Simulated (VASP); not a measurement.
# Rb (I4/mmm) in VASP: further runs

Rb is run at these levels: PBEsol; tasks: single point.

Everything below comes from runs of VASP 6.6.1. Logs are shortened: lines on timing, memory, paths and dates and some standing lists are left out, and cuts for length are marked.

## Step 1: The cell of the first run

It takes space group I4/mmm (No. 139, tetragonal). The conventional cell has a = 5.612 Å, b = 5.612 Å, c = 5.584 Å, α = 90.00°, β = 90.00°, γ = 90.00°.

## Step 2: Single point, PBEsol (strain -0.0050 x Voigt [1, 0, 0, 0, 0, 0])

File INCAR:

```
SYSTEM = Rb
ALGO = Fast ; EDIFF = 1E-6
ENCUT = 520 ; GGA = PS
ISIF = 2 ; ISMEAR = 0
LASPH = .TRUE. ; LCHARG = .FALSE.
LREAL = .FALSE. ; LWAVE = .FALSE.
NBANDS = 10 ; NELM = 60
PREC = Accurate ; SIGMA = 0.15
```

File KPOINTS:

```
k-points
0
G
  12 12 12
  0 0 0
```

File POSCAR:

```
Rb
1.0
   -2.7919700000      2.8060000000      2.8060000000
    2.7919700000     -2.8060000000      2.8060000000
    2.7919700000      2.8060000000     -2.8060000000
Rb
1
Direct
    0.0000000000      0.0000000000      0.0000000000
```

Potentials or basis: VASP PAW PBE potentials, release 64 (Rb_sv).

Run with:

```sh
$ cat potpaw_PBE.64/Rb_sv/POTCAR > POTCAR
$ mpirun -np 1 vasp_std > vasp.out
```

OUTCAR:

```text
SYSTEM = Rb
   EDIFF = 1E-6
   ENCUT = 520
   GGA = PS
   ISIF = 2
   ISMEAR = 0
   LASPH = .TRUE.
   LREAL = .FALSE.
   NELM = 60
   PREC = Accurate

 ion  position               nearest neighbor table
   1  0.000  0.000  0.000-

  LATTYP: Found a body centered tetragonal cell.
 ALAT       =     5.6120000000
 C/A-ratio  =     0.9950000000

  Lattice vectors:

 A1 = (  -2.7919700000,   2.8060000000,  -2.8060000000)
 A2 = (  -2.7919700000,  -2.8060000000,   2.8060000000)
 A3 = (   2.7919700000,   2.8060000000,   2.8060000000)

Analysis of symmetry for initial positions (statically):
=====================================================================
 Subroutine PRICEL returns:
 Original cell was already a primitive cell.

 Routine SETGRP: Setting up the symmetry group for a
 body centered tetragonal supercell.

 Subroutine GETGRP returns: Found 16 space group operations
 (whereof 16 operations were pure point group operations)
 out of a pool of 16 trial point group operations.

The static configuration has the point symmetry D_4h.

Analysis of symmetry for dynamics (positions and initial velocities):
=====================================================================
 Subroutine PRICEL returns:
 Original cell was already a primitive cell.

 Routine SETGRP: Setting up the symmetry group for a
 body centered tetragonal supercell.

 Subroutine GETGRP returns: Found 16 space group operations
 (whereof 16 operations were pure point group operations)
 out of a pool of 16 trial point group operations.

The dynamic configuration has the point symmetry D_4h.

 Subroutine INISYM returns: Found 16 space group operations
 (whereof 16 operations are pure point group operations),
 and found     1 'primitive' translations

----------------------------------------------------------------------------------------

                                     Primitive cell

  volume of cell :      87.9318

  direct lattice vectors                    reciprocal lattice vectors
    -2.791970000  2.806000000  2.806000000     0.000000000  0.178189594  0.178189594
     2.791970000 -2.806000000  2.806000000     0.179085019  0.000000000  0.178189594
     2.791970000  2.806000000 -2.806000000     0.179085019  0.178189594  0.000000000

  length of vectors
     4.852047865  4.852047865  4.852047865     0.251998140  0.252632095  0.252632095

  position of ions in fractional coordinates (direct lattice)
     0.000000000  0.000000000  0.000000000

  ion indices of the primitive-cell ions
   primitive index   ion index
                 1           1

----------------------------------------------------------------------------------------

 KPOINTS: k-points

Automatic generation of k-mesh.
 Grid dimensions read from file:
 generate k-points for:   12   12   12

 Generating k-lattice:

  Cartesian coordinates                     Fractional coordinates (reciprocal lattice)
     0.000000000  0.014849133  0.014849133     0.083333333  0.000000000  0.000000000
     0.014923752  0.000000000  0.014849133     0.000000000  0.083333333 -0.000000000
     0.014923752  0.014849133  0.000000000     0.000000000 -0.000000000  0.083333333

  Length of vectors
     0.020999845  0.021052675  0.021052675

  Shift w.r.t. Gamma in fractional coordinates (k-lattice)
     0.000000000  0.000000000  0.000000000

 Subroutine IBZKPT returns following result:
 ===========================================

 Found    163 irreducible k-points:

 Following reciprocal coordinates:
            Coordinates               Weight
  0.000000  0.000000  0.000000      1.000000
  0.083333  0.000000  0.000000      4.000000
  0.166667  0.000000  0.000000      4.000000
  0.250000  0.000000  0.000000      4.000000
  0.333333  0.000000  0.000000      4.000000
  0.416667  0.000000  0.000000      4.000000
[... 16 lines left out ...]
  0.166667  0.250000  0.000000     16.000000
  0.250000  0.250000  0.000000     16.000000
 [... further k-points ...]
   k-points           NKPTS =    163   k-points in BZ     NKDIM =    163   number of bands    NBANDS=     10
   number of dos      NEDOS =    301   number of ions     NIONS =      1
   total plane-waves  NPLWV =  46656
   dimension x,y,z NGX =    36 NGY =   36 NGZ =   36
   dimension x,y,z NGXF=    72 NGYF=   72 NGZF=   72
   ions per type =               1
   NGX,Y,Z   is equivalent  to a cutoff of  12.33, 12.33, 12.33 a.u.
   NGXF,Y,Z  is equivalent  to a cutoff of  24.67, 24.67, 24.67 a.u.
 SYSTEM =  Rb
   PREC   = accura    normal or accurate (medium, high low for compatibility)
   ISTART =      0    job   : 0-new  1-cont  2-samecut
   ICHARG =      2    charge: 1-file 2-atom 10-const
   ISPIN  =      1    spin polarized calculation?
   LNONCOLLINEAR =      F non collinear calculations
   LSORBIT =      F    spin-orbit coupling
   LASPH  =      T    aspherical Exc in radial PAW
   ENCUT  =  520.0 eV  38.22 Ry    6.18 a.u.   9.02  9.02  9.02*2*pi/ulx,y,z
   NELM   =     60;   NELMIN=  2; NELMDL= -5     # of ELM steps
   EDIFF  = 0.1E-05   stopping-criterion for ELM
   LREAL  =      F    real-space projection
   EDIFFG = 0.1E-04   stopping-criterion for IOM
   NSW    =      0    number of steps for IOM
   IBRION =     -1    ionic relax: 0-MD 1-quasi-New 2-CG
   NFREE  =      0    steps in history (QN), initial steepest desc. (CG)
   ISIF   =      2    stress and relaxation
   ISYM   =      2    0-nonsym 1-usesym 2-fastsym
   POTIM  = 0.5000    time-step for ionic-motion
   TEBEG  =    0.0;   TEEND  =   0.0 temperature during run
   PSTRESS=    0.0 pullay stress
   NELECT =       9.0000    total number of electrons
   NUPDOWN=      -1.0000    fix difference up-down
   EMIN   =  10.00;   EMAX   =-10.00  energy-range for DOS
   EFERMI =   0.00;   METHOD = LEGACY
   ISMEAR =     0;   SIGMA  =   0.15  broadening in eV -4-tet -1-fermi 0-gaus
   EFERMI_NEDOS =   21; number of points for ismear=-14 and -15
   IALGO  =     68    algorithm
   IMIX   =      4    mixing-type and parameters
     AMIX     =   0.40;   BMIX     =  1.00
     AMIX_MAG =   1.60;   BMIX_MAG =  1.00
  volume/ion in A,a.u.               =      87.93       593.39
  Fermi-wavevector in a.u.,A,eV,Ry     =   0.765785  1.447124  7.978824  0.586427
  Thomas-Fermi vector in A             =   1.865982
   LORBIT       =      0    0 simple, 1 ext, 2 COOP (PROOUT), +10 PAW based schemes
   GGA     = PS    functional components
   LHFCALC =     F    Hartree Fock is set to
   AEXX    =    0.0000 exact exchange contribution
   IVDW    =     0    specifies the selected vdW correction
   LEPSILON=     F    determine dielectric tensor
   LRPA    =     F    only Hartree local field effects (RPA)
 non-spin polarized calculation
 RMM-DIIS sequential band-by-band and
 Gauss-broadening in eV      SIGMA  =   0.15
  energy-cutoff  :      520.00
  volume of cell :       87.93
 maximum number of plane-waves:      2402
   NGX = 19   NGY = 19   NGZ = 19

 number of electron       9.0000000 magnetization

 Free energy of the ion-electron system (eV)
  ---------------------------------------------------
  ext. energy  EPLUGINS =         0.00000000
  ---------------------------------------------------
  free energy    TOTEN  =        -1.02891229 eV

  energy without entropy =       -1.01768776  energy(sigma->0) =       -1.02330003

 E-fermi :   0.0157     XC(G=0):  -5.6068

 val. band max:        0.0082073943   @ k =  -0.3333   0.4167   0.1667
 cond. band min:       0.0422528397   @ k =   0.3333   0.1667   0.0000
 fundamental gap:      0.0340454454
 Fermi energy:         0.0157419735

 k-point     1 :       0.0000    0.0000    0.0000
  band No.  band energies     occupation
      1     -28.8162      2.00000
      2     -12.8595      2.00000
      3     -12.8595      2.00000
      4     -12.8595      2.00000
      5      -1.9992      2.00000
      6       3.7168      0.00000
      7       3.7429      0.00000
      8       3.7429      0.00000
      9       4.6862      0.00000
     10       4.7228      0.00000

 k-point     2 :       0.0833    0.0000    0.0000
  band No.  band energies     occupation
      1     -28.8158      2.00000
      2     -12.8669      2.00000
      3     -12.8619      2.00000
      4     -12.8594      2.00000
      5      -1.9146      2.00000
      6       3.5911      0.00000
      7       3.6249      0.00000
      8       3.8219      0.00000
      9       4.5024      0.00000
     10       4.6878      0.00000

 k-point     3 :       0.1667    0.0000    0.0000
  band No.  band energies     occupation
      1     -28.8149      2.00000
      2     -12.8873      2.00000
      3     -12.8685      2.00000
      4     -12.8594      2.00000
      5      -1.6667      2.00000
      6       3.1261      0.00000
      7       3.3570      0.00000
      8       4.0564      0.00000
      9       4.4151      0.00000
     10       4.6317      0.00000

 k-point     4 :       0.2500    0.0000    0.0000
  band No.  band energies     occupation
      1     -28.8137      2.00000
      2     -12.9146      2.00000
      3     -12.8774      2.00000
      4     -12.8593      2.00000
      5      -1.2721      2.00000
      6       2.4972      0.00000
      7       3.0687      0.00000
      8       4.4386      0.00000
      9       4.5017      0.00000
     10       4.6321      0.00000
[... 222 lines left out ...]
 k-point    22 :       0.0833    0.2500   -0.0000
  band No.  band energies     occupation
      1     -28.8129      2.00000
      2     -12.9296      2.00000
      3     -12.8828      2.00000
      4     -12.8623      2.00000
      5      -0.9674      2.00000
      6       2.1935      0.00000
      7       2.8180      0.00000
      8       4.3668      0.00000
      9       4.6459      0.00000
     10       4.9452      0.00000

 k-point    23 :       0.1667    0.2500    0.0000
  band No.  band energies     occupation
      1     -28.8120      2.00000
      2     -12.9421      2.00000
      3     -12.8914      2.00000
      4     -12.8674      2.00000
      5      -0.5357      2.00000
      6       1.9040      0.00000
      7       2.4554      0.00000
      8       4.3451      0.00000
      9       4.6450      0.00000
     10       5.2387      0.00000

 k-point    24 :       0.2500    0.2500    0.0000
  band No.  band energies     occupation
      1     -28.8112      2.00000
      2     -12.9481      2.00000
      3     -12.9049      2.00000
      4     -12.8706      2.00000
      5      -0.0003      1.12007
      6       1.6219      0.00000
      7       2.0514      0.00000
      8       4.3075      0.00000
      9       4.5354      0.00000
     10       5.3589      0.00000

 [... further k-points ...]
[... 5 lines left out ...]
  --------------------------------------------------------------------------------------
  -------------------------------------------------------------------------------------
  Total       -0.0257981     -0.0264421     -0.0264421      0.0000000      0.0000000      0.0000000
  in kB       -0.4700592     -0.4817927     -0.4817927      0.0000000      0.0000000      0.0000000
  external PRESSURE =      -0.4778815 kB  Pullay stress =       0.0000000 kB

 VOLUME and BASIS-vectors are now :
 -----------------------------------------------------------------------------
  energy-cutoff  :      520.00
  volume of cell :       87.93
      direct lattice vectors                 reciprocal lattice vectors
    -2.791970000  2.806000000  2.806000000     0.000000000  0.178189594  0.178189594
     2.791970000 -2.806000000  2.806000000     0.179085019  0.000000000  0.178189594
     2.791970000  2.806000000 -2.806000000     0.179085019  0.178189594  0.000000000

 POSITION                                       TOTAL-FORCE (eV/Angst)
 -----------------------------------------------------------------------------------
      0.00000      0.00000      0.00000        -0.000000     -0.000000     -0.000000
 -----------------------------------------------------------------------------------
    total drift:                               -0.000000      0.000000      0.000000

  FREE ENERGIE OF THE ION-ELECTRON SYSTEM (eV)
  ---------------------------------------------------
  free  energy   TOTEN  =        -1.0289122906 eV

  energy  without entropy=       -1.0176877610  energy(sigma->0) =       -1.02330003
```

Wall time 71 s (1 thread of Intel Xeon Platinum 8488C (Sapphire Rapids), shared host); peak memory 0.29 GiB.

Results:

```
Free energy : -1.0289 eV
Pressure    : 0.0 GPa
```

Caveat: the cell differs from its parent crystal (strain -0.0050 x Voigt [1, 0, 0, 0, 0, 0]); the PAW data sets were made with another functional, which shifts forces and pressure a little.

## Step 3: Single point, PBEsol (strain +0.0050 x Voigt [1, 0, 0, 0, 0, 0])

File INCAR:

```
SYSTEM = Rb
  PREC = Accurate
  ENCUT = 520
  EDIFF = 1E-6
  ISMEAR = 0
  SIGMA = 0.15
  LREAL = .FALSE.
  LASPH = .TRUE.
  NELM = 80
  ALGO = Fast
  ISIF = 2
  LWAVE = .FALSE.
  LCHARG = .FALSE.
  GGA = PS
  NBANDS = 10
```

File KPOINTS:

```
regular mesh
0
G
  12 12 12
  0 0 0
```

File POSCAR:

```
Rb
1.0
   -2.8200300000      2.8060000000      2.8060000000
    2.8200300000     -2.8060000000      2.8060000000
    2.8200300000      2.8060000000     -2.8060000000
Rb
1
Direct
    0.0000000000      0.0000000000      0.0000000000
```

Potentials or basis: VASP PAW PBE potentials, release 64 (Rb_sv).

Run with:

```sh
$ cat potpaw_PBE.64/Rb_sv/POTCAR > POTCAR
$ mpirun -np 1 vasp_std > vasp.out
```

Wall time 69 s (1 thread of Intel Xeon Platinum 8488C (Sapphire Rapids), shared host); peak memory 0.29 GiB.

The run converged. Its results:

```
Free energy : -1.0286 eV
Pressure    : -0.1 GPa
```

Levels at points of the mesh, in eV from the Fermi level:
```
           k point  band 2  band 3  band 4  band 5  band 6  band 7  band 8  band 9
(0.00, 0.00, 0.00)  -12.88  -12.88  -12.88   -2.00    3.70    3.70    3.73    4.65
(0.50, 0.00, 0.00)  -12.99  -12.92  -12.88    0.24    0.81    2.58    4.33    5.22
(0.00, 0.50, 0.00)  -12.99  -12.92  -12.88    0.23    0.80    2.61    4.31    5.25
(0.50, 0.50, 0.50)  -12.96  -12.96  -12.96    1.25    1.26    3.28    3.33    3.33
```

Caveat: the cell differs from its parent crystal (strain +0.0050 x Voigt [1, 0, 0, 0, 0, 0]); the PAW data sets were made with another functional, which shifts forces and pressure a little.

## Step 4: Single point, PBEsol (strain +0.0100 x Voigt [1, 0, 0, 0, 0, 0])

File INCAR:

```
SYSTEM = Rb
  PREC = Accurate
  ENCUT = 520
  EDIFF = 1E-7
  ISMEAR = 0
  SIGMA = 0.15
  LREAL = .False.
  LASPH = .True.
  NELM = 60
  ALGO = Fast
  ISIF = 2
  LWAVE = .False.
  LCHARG = .False.
  GGA = PS
  NBANDS = 10
```

File KPOINTS:

```
regular mesh
0
Gamma
  12 12 12
  0 0 0
```

File POSCAR:

```
Rb
1.0
   -2.8340600000      2.8060000000      2.8060000000
    2.8340600000     -2.8060000000      2.8060000000
    2.8340600000      2.8060000000     -2.8060000000
Rb
1
Direct
    0.0000000000      0.0000000000      0.0000000000
```

Run with:

```sh
$ cat potpaw_PBE.64/Rb_sv/POTCAR > POTCAR
$ mpirun -np 1 vasp_std > vasp.out
```

Wall time 95 s (1 thread of Intel Xeon Platinum 8488C (Sapphire Rapids), shared host); peak memory 0.29 GiB.

The run converged. Its results:

| Property | Result |
| --- | --- |
| Free energy | -1.0284 eV |
| Pressure | -0.1 GPa |

Levels at points of the mesh, in eV from the Fermi level:
```
           k point  band 1  band 2  band 3  band 4  band 5  band 6  band 7  band 8  band 9  band 10
(0.00, 0.00, 0.00)  -28.84  -12.88  -12.88  -12.88   -1.99    3.69    3.69    3.74    4.63     4.70
(0.50, 0.00, 0.00)  -28.84  -12.99  -12.92  -12.89    0.25    0.82    2.56    4.33    5.19     5.32
(0.00, 0.50, 0.00)  -28.84  -12.99  -12.92  -12.88    0.23    0.79    2.61    4.29    5.24     5.32
(0.50, 0.50, 0.50)  -28.83  -12.96  -12.96  -12.96    1.25    1.27    3.23    3.33    3.33     4.91
```

Caveat: the cell differs from its parent crystal (strain +0.0100 x Voigt [1, 0, 0, 0, 0, 0]); the PAW data sets were made with another functional, which shifts forces and pressure a little.

## Step 5: Overview

```tsv
cell	further INCAR settings	gap on the mesh (eV)	pressure (GPa)
a = 4.852 Å, angles 109.7, 109.3, 109.3°, 1 atom	ALGO = Fast; EDIFF = 1e-06; NBANDS = 10	none	0.0
a = 4.868 Å, angles 109.2, 109.6, 109.6°, 1 atom	ALGO = Fast; EDIFF = 1e-06; NBANDS = 10	none	-0.1
a = 4.876 Å, angles 108.9, 109.7, 109.7°, 1 atom	ALGO = Fast; EDIFF = 1e-07; NBANDS = 10	none	-0.1
```

Alike in all rows: task single point; level PBEsol; potentials or basis VASP PAW PBE potentials, release 64 (Rb_sv); no spin polarisation; k mesh 12 × 12 × 12; cutoff (eV) 520; smearing gaussian 0.15 eV.

Caveats: the PAW data sets were made with another functional, which shifts forces and pressure a little.

Total energies depend on the potentials used, so only differences within one code and one set of settings carry meaning.
